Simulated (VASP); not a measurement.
Input of a VASP 6.6.1 run:

Contents of INCAR:

```
PREC = Accurate ; ENCUT = 520
EDIFF = 1E-6 ; ISMEAR = -1
SIGMA = 0.05 ; LREAL = F
LASPH = T ; NELM = 60
ALGO = Normal ; ISIF = 2
LWAVE = F ; LCHARG = T
LELF = T ; LVHAR = T
NBANDS = 16
```

The input KPOINTS:

```
Automatic mesh
0
Gamma
  12 12 12
```

Contents of POSCAR:

```
C
1.0
    1.2413551441      0.7166967267      8.3374684561
   -1.2413551441      0.7166967267      8.3374684561
    0.0000000000     -1.4333934532      8.3374684561
C
4
Direct
    0.0871730800      0.0871730800      0.0871730800
    0.7538500600      0.7538500600      0.7538500600
    0.2461499400      0.2461499400      0.2461499400
    0.9128269200      0.9128269200      0.9128269200
```

Potentials or basis: VASP PAW LDA potentials, release 64 (C).

Run with:

```sh
$ cat potpaw_LDA.64/C/POTCAR > POTCAR
$ mpirun -np 1 vasp_std > vasp.out
```

Problem. What does it give for the largest force?

Solution. 0.009 eV/Å.

Problem. Predict the pressure.

Solution. -9.6 GPa.

Stress tensor (GPa, compression positive):
```
-13.89   0.00   0.00
  0.00 -13.89   0.00
  0.00   0.00  -1.01
```

Caveat: the stress differs along the axes, from -14 to -1 GPa.
